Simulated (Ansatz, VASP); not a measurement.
## BaB5: VASP beside Ansatz

Contents of INCAR:

```
  PREC = Accurate
  ENCUT = 600
  EDIFF = 1E-7
  ISMEAR = 0
  SIGMA = 0.1
  LREAL = False
  LASPH = True
  NELM = 100
  ALGO = Normal
  ISIF = 3
  LWAVE = False
  LCHARG = False
  GGA = PE
  IBRION = 2
  NSW = 100
  EDIFFG = -0.01
```

KPOINTS

```
regular mesh
0
Gamma
  12 12 12
```

The input POSCAR:

```
BaB5
1.0
    4.9637900114      0.0000000000      0.0000000000
   -2.4818950057      4.2987682489      0.0000000000
    0.0000000000      0.0000000000      2.9360610502
Ba B
1 5
Direct
    0.0000000000      0.0000000000      0.0000000000
    0.5000000000      0.0000000000      0.5000000000
    0.5000000000      0.5000000000      0.5000000000
    0.0000000000      0.5000000000      0.5000000000
    0.3333333333      0.6666666667      0.0000000000
    0.6666666667      0.3333333333      0.0000000000
```

Input for Ansatz:

```yaml
crystal:
  lattice:
    - [4.9637900114, 0.0, 0.0]
    - [-2.4818950057, 4.2987682489, 0.0]
    - [0.0, 0.0, 2.9360610502]
  atoms:
    - { symbol: Ba, position: [0.0, 0.0, 0.0] }
    - { symbol: B, position: [0.5, 0.0, 0.5] }
    - { symbol: B, position: [0.5, 0.5, 0.5] }
    - { symbol: B, position: [0.0, 0.5, 0.5] }
    - { symbol: B, position: [0.3333333333, 0.6666666667, 0.0] }
    - { symbol: B, position: [0.6666666667, 0.3333333333, 0.0] }
basis:
  ecutwfc: 420
kpoints:
  mp_grid: { grid: [12, 12, 12] }
hamiltonian:
  xc: pbe
scf:
  occupations: { method: gaussian, width: 0.1 }
output:
  forces: true
  stress: true
  eigenvalues: true
relax:
  adjacent_minimum: "off"
  f_tol: 0.01
  max_steps: 80
  cell: { stress_tol: 0.05 }
```

Change from the starting cell: species swapped into the HoCo5 type (P6/mmm, No. 191).

Alike in both runs: task relaxation of cell and atoms; functional PBE; k mesh 12 × 12 × 12; occupations gaussian, width 0.1 eV; no spin polarisation.

```csv
,VASP,Ansatz
version,VASP 6.6.1,Ansatz 0.2.0
potentials or method,"VASP PAW PBE potentials, release 64 (Ba_sv, B), cutoff 600 eV","scalar-relativistic, plane waves, PAW"
valence electrons in the cell,25,25
```

```csv
,VASP,Ansatz,Ansatz less VASP
"gap on the k mesh at the Fermi level, each at its own relaxed structure (eV)",none,none,-
relaxed volume (Å³/atom),10.68,10.40,-0.276
relaxed length of the cell vector where the two differ most in proportion (Å),2.961,2.930,-0.0309
```

A gap of «none» marks a metal or a gap that the smearing closes.

Spin-orbit coupling is off throughout.
